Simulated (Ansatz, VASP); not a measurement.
**AlIn3Sb2 in VASP and in Ansatz**

```
CELL_PARAMETERS angstrom
5.37078 0.00000 0.00000
-2.68539 4.65123 0.00000
0.00000 0.00000 6.41529
ATOMIC_POSITIONS crystal
Al 0.00000 0.00000 0.00000
In 0.00000 0.00000 0.50000
In 0.33333 0.66667 0.00000
In 0.33333 0.66667 0.50000
Sb 0.66667 0.33333 0.24352
Sb 0.66667 0.33333 0.75648
```

Change from the starting cell: species swapped into the Ce2CoSi3 type (P-6m2, No. 187).

Alike in both runs: functional PBE; k mesh 6 × 6 × 4; occupations gaussian, width 0.1 eV; no spin polarisation.

Ansatz relaxed the structure, and its values are those at the end. VASP's run is a single point on that final structure, the one shown.

```csv
,VASP,Ansatz
version,VASP 6.6.1,Ansatz 0.2.0
potentials or method,"VASP PAW PBE potentials, release 64 (Al, In_d, Sb), cutoff 520 eV","scalar-relativistic, plane waves, PAW"
valence electrons in the cell,52,72
```

|  | VASP | Ansatz | Ansatz less VASP |
| --- | --- | --- | --- |
| gap on the k mesh at the Fermi level (eV) | none | none | - |
| pressure (GPa) | -0.1 | 0.0 | +0.06 |

A gap of «none» marks a metal or a gap that the smearing closes. VASP's potentials hold 52 valence electrons a cell and Ansatz's 72, so a difference there can come from the potentials and not from the codes.

Neither program's run includes spin-orbit coupling.
